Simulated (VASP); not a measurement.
The system is Zn2S.

```xyz
3
Lattice="3.9343 0.0000 0.0000 0.0000 3.9343 0.0000 0.0000 0.0000 3.9405" Properties=species:S:1:pos:R:3 pbc="T T T"
Zn    0.0000    1.9671    0.0000
Zn    1.9671    0.0000    0.0000
S     1.9671    1.9671    0.0000
```

The cell was built from a structure type or drawn by symmetry, and may not be a known phase.

```yaml
Program: VASP 6.6.1
Task: relaxation of cell and atoms
Functional: PBE
Potentials_or_basis: VASP PAW PBE potentials, release 64 (Zn, S)
Cutoff: 600 eV
k_mesh: 4 × 4 × 4
Occupations: gaussian, width 0.1 eV
Spin: no spin polarisation
```

At the start: pressure 39.3 GPa; volume 20.33 Å³/atom.

Where does the relaxation end?

Over 7 steps the energy falls by 1086.9 meV/atom and the volume is 29.59 Å³/atom (+45.5 %); space group P4/mmm (No. 123, to 0.1 Å) before and after.

The path:
```
step  energy change (eV)  largest force (eV/Å)  pressure (GPa)  volume (Å³)
   1              0.0000                0.0000           39.27        60.99
   2             -2.7170                0.0000           -3.95       112.62
   3             -3.2462                0.0000            0.87        86.79
   4             -3.2585                0.0000           -0.40        90.56
   5             -3.2596                0.0000           -0.05        89.58
   6             -3.2600                0.0000           -0.03        89.38
   7             -3.2608                0.0000           -0.01        88.76
```

Final structure:
```
CELL_PARAMETERS angstrom
4.78122 0.00000 0.00000
0.00000 4.78122 0.00000
0.00000 0.00000 3.88297
ATOMIC_POSITIONS crystal
Zn 0.00000 0.50000 0.00000
Zn 0.50000 0.00000 0.00000
S 0.50000 0.50000 0.00000
```

Caveat: the k points lie up to 0.40 Å⁻¹ apart in the final cell, too coarse for converged energies and pressures of a metal; the volume moved by over 15 % at a fixed basis, so the end points are rough.
